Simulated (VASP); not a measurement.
Wanted: the native input for a VASP 6.6.1 run.

```yaml
Task: single point
Functional: PBEsol
Potentials_or_basis: VASP PAW PBE potentials, release 64 (Co, Si)
Cutoff: 520 eV
k_mesh: 10 × 10 × 10
Occupations: gaussian, width 0.15 eV
Spin: no spin polarisation
Dipole_correction: no
Further_INCAR_settings: ALGO = Fast; EDIFF = 1e-07; NBANDS = 46
```

The structure of CoSi2 lies in POSCAR:

```
CoSi2
1.0
    5.3125079440      0.0000000000      0.0000000000
    0.0000000000     -5.3125079440      0.0000000000
    0.0000000000      0.0000000000     -5.3125079440
Co Si
4 8
Direct
   -0.0332755635     -0.0332755635      0.0000000000
    0.5000000000      0.5000000000      0.0000000000
    0.5000000000      0.0000000000      0.5000000000
    0.0000000000      0.5000000000      0.5000000000
    0.2500000000      0.2500000000      0.2500000000
    0.7500000000      0.7500000000      0.2500000000
    0.7500000000      0.2500000000      0.7500000000
    0.2500000000      0.7500000000      0.7500000000
    0.7500000000      0.7500000000      0.7500000000
    0.2500000000      0.2500000000      0.7500000000
    0.2500000000      0.7500000000      0.2500000000
    0.7500000000      0.2500000000      0.2500000000
```

This cell differs from its parent crystal: atom 1 (Co) moved +0.250 Å towards its neighbour atom 2 (Co) at 3.757 Å.

These files were run (other wordings do the same):

INCAR

```
ALGO     = Fast           # electronic algorithm
EDIFF    = 1E-7           # SCF threshold, eV
ENCUT    = 520            # plane-wave cutoff, eV
GGA      = PS             # functional
ISIF     = 2              # what is computed and relaxed
ISMEAR   = 0              # smearing method
LASPH    = True           # aspherical terms in the spheres
LCHARG   = True           # write CHGCAR
LELF     = True           # ELF
LREAL    = False          # projectors in reciprocal space
LVHAR    = True         
LWAVE    = False          # write WAVECAR
NBANDS   = 46             # bands
NELM     = 80             # most SCF steps
PREC     = Accurate       # precision mode
SIGMA    = 0.15           # smearing width, eV
```

KPOINTS

```
k-points
0
Gamma
  10 10 10
```

Potentials or basis: VASP PAW PBE potentials, release 64 (Co, Si).

Command:

```console
$ cat potpaw_PBE.64/Co/POTCAR potpaw_PBE.64/Si/POTCAR > POTCAR
$ mpirun -np 1 vasp_std > vasp.out
```

It gave:

- Pressure: 1.7 GPa
- Largest force: 3.993 eV/Å
- Band gap on the k mesh: zero (bands 34 and 35 overlap by 1.49 eV)

Caveat: the cell differs from its parent crystal (atom 1 (Co) moved +0.250 Å towards its neighbour atom 2 (Co) at 3.757 Å); the PAW data sets were made with another functional, which shifts forces and pressure a little; the run has no spin polarisation, though such a crystal can be magnetic.

It took 58 min on 1 thread of Oxide Virtual Turin-like Processor, with other jobs on the host, peak memory 0.9 GiB.
